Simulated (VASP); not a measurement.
A run of VASP 6.6.1:

Contents of INCAR:

```
SYSTEM = Ga
PREC     = Accurate       ! precision mode
ENCUT    = 520            ! plane-wave cutoff, eV
EDIFF    = 1E-7           ! SCF threshold, eV
ISMEAR   = -1             ! smearing method
SIGMA    = 0.05           ! smearing width, eV
LREAL    = .False.        ! projectors in reciprocal space
LASPH    = .True.         ! aspherical terms in the spheres
NELM     = 80             ! most SCF steps
ALGO     = Fast           ! electronic algorithm
ISIF     = 2              ! what is computed and relaxed
LWAVE    = .False.        ! write WAVECAR
LCHARG   = .False.        ! write CHGCAR
GGA      = PS             ! functional
NBANDS   = 34             ! bands
```

KPOINTS

```
Automatic mesh
0
Gamma
  5 5 4
  0 0 0
```

File POSCAR:

```
Ga
1.0
    2.2615000000     -3.8305000000      0.0000000000
    2.2615000000      3.8305000000      0.0000000000
    0.0000000000      0.0000000000      4.5240000000
Ga
4
Direct
    0.3575740000      0.6498150000      0.4138550000
    0.1433230000      0.8385800000      0.9163590000
    0.6559530000      0.3461020000      0.5984340000
    0.8513050000      0.1627760000      0.0864020000
```

Potentials or basis: VASP PAW PBE potentials, release 64 (Ga_d).

Run with:

```console
$ cat potpaw_PBE.64/Ga_d/POTCAR > POTCAR
$ mpirun -np 1 vasp_std > vasp.out
```

Hardware: 1 thread of Intel(R) Xeon(R) 6975P-C (Granite Rapids), with other jobs on the host.

Question: How long does it take, and how much memory?

Answer: Run time: 59 s on 1 thread of Intel(R) Xeon(R) 6975P-C (Granite Rapids), on a shared host, peak memory 0.25 GiB. Counts: scf iterations 15, k points 51.
